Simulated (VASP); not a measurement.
A run of VASP 6.6.1 is set up as follows.

INCAR

```
PREC     = Accurate       # precision mode
ENCUT    = 520            # plane-wave cutoff, eV
EDIFF    = 1E-6           # SCF threshold, eV
ISMEAR   = 0              # smearing method
SIGMA    = 0.1            # smearing width, eV
LREAL    = F              # projectors in reciprocal space
LASPH    = T              # aspherical terms in the spheres
NELM     = 150            # most SCF steps
ALGO     = Normal         # electronic algorithm
ISIF     = 2              # what is computed and relaxed
LWAVE    = F              # write WAVECAR
LCHARG   = F              # write CHGCAR
ISPIN    = 2              # spin polarisation
MAGMOM   = 1.14 0.2       # initial moments
LORBIT   = 11             # projections on sites
LMAXMIX  = 4              # l up to which the mixer works
GGA      = PS             # functional
NBANDS   = 19             # bands
```

Contents of KPOINTS:

```
regular mesh
0
Gamma
  18 18 18
```

The input POSCAR:

```
NiO
1.0
    0.0000000000      2.0652518571      2.0652518571
    2.0652518571      0.0000000000      2.0652518571
    2.0652518571      2.0652518571      0.0000000000
Ni O
1 1
Direct
    0.0000000000      0.0000000000      0.0000000000
    0.5000000000      0.5000000000      0.5000000000
```

Potentials or basis: VASP PAW PBE potentials, release 64 (Ni, O).

Command:

```console
$ cat potpaw_PBE.64/Ni/POTCAR potpaw_PBE.64/O/POTCAR > POTCAR
$ mpirun -np 1 vasp_std > vasp.out
```

(1) What does it give for the pressure?

(2) Estimate the net moment.

(3) What does it give for the site moments?

Results:

(1) -2.3 GPa.

(2) 1.24 μB per cell.

(3) Ni +1.04; O +0.17 μB.

Caveat: the PAW data sets were made with another functional, which shifts forces and pressure a little; a cell with one magnetic atom can't hold antiferromagnetic order, which such compounds often take.
